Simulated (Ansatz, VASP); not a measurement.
**GaP: VASP beside Ansatz**

File INCAR:

```
SYSTEM = GaP
PREC = Accurate
ENCUT = 600
EDIFF = 1E-6
ISMEAR = 0
SIGMA = 0.1
LREAL = .FALSE.
LASPH = .TRUE.
NELM = 60
ALGO = Normal
ISIF = 3
LWAVE = .FALSE.
LCHARG = .FALSE.
GGA = PE
IBRION = 2
NSW = 100
EDIFFG = -0.01
```

Contents of KPOINTS:

```
Automatic mesh
0
G
  12 12 12
  0 0 0
```

POSCAR

```
GaP
1.0
   -2.6030998671      2.6030998671      2.5463796619
    2.6030998671     -2.6030998671      2.5463796619
    2.6030998671      2.6030998671     -2.5463796619
Ga P
2 2
Direct
    0.7500000000      0.2500000000      0.5000000000
    0.0000000000      0.0000000000      0.0000000000
    0.5000000000      0.5000000000      0.0000000000
    0.2500000000      0.7500000000      0.5000000000
```

Input for Ansatz:

```yaml
crystal:
  lattice:
    - [-2.6030998671, 2.6030998671, 2.5463796619]
    - [2.6030998671, -2.6030998671, 2.5463796619]
    - [2.6030998671, 2.6030998671, -2.5463796619]
  atoms:
    - { symbol: Ga, position: [0.75, 0.25, 0.5] }
    - { symbol: Ga, position: [0.0, 0.0, 0.0] }
    - { symbol: P, position: [0.5, 0.5, 0.0] }
    - { symbol: P, position: [0.25, 0.75, 0.5] }
basis:
  ecutwfc: 420
kpoints:
  mp_grid: { grid: [12, 12, 12] }
hamiltonian:
  xc: pbe
scf:
  occupations: { method: gaussian, width: 0.1 }
output:
  forces: true
  stress: true
  eigenvalues: true
  write_density: true
  write_potential: true
  elf: true
  volumetric_format: npy
relax:
  adjacent_minimum: "off"
  f_tol: 0.01
  max_steps: 80
  cell: { stress_tol: 0.05 }
```

Alike in both runs: task relaxation of cell and atoms; functional PBE; k mesh 12 × 12 × 12; occupations gaussian, width 0.1 eV; no spin polarisation.

```csv
,VASP,Ansatz
version,VASP 6.6.1,Ansatz 0.2.0
potentials or method,"VASP PAW PBE potentials, release 64 (Ga_d, P), cutoff 600 eV","scalar-relativistic, plane waves, PAW"
valence electrons in the cell,36,36
```

|  | VASP | Ansatz | Ansatz less VASP |
| --- | --- | --- | --- |
| gap on the k mesh at the Fermi level, each at its own relaxed structure (eV) | none | none | - |
| relaxed volume (Å³/atom) | 16.79 | 16.77 | -0.018 |
| relaxed cell length with the largest relative difference (Å) | 4.464 | 4.463 | -0.0017 |

A gap of «none» marks a metal or a gap that the smearing closes.
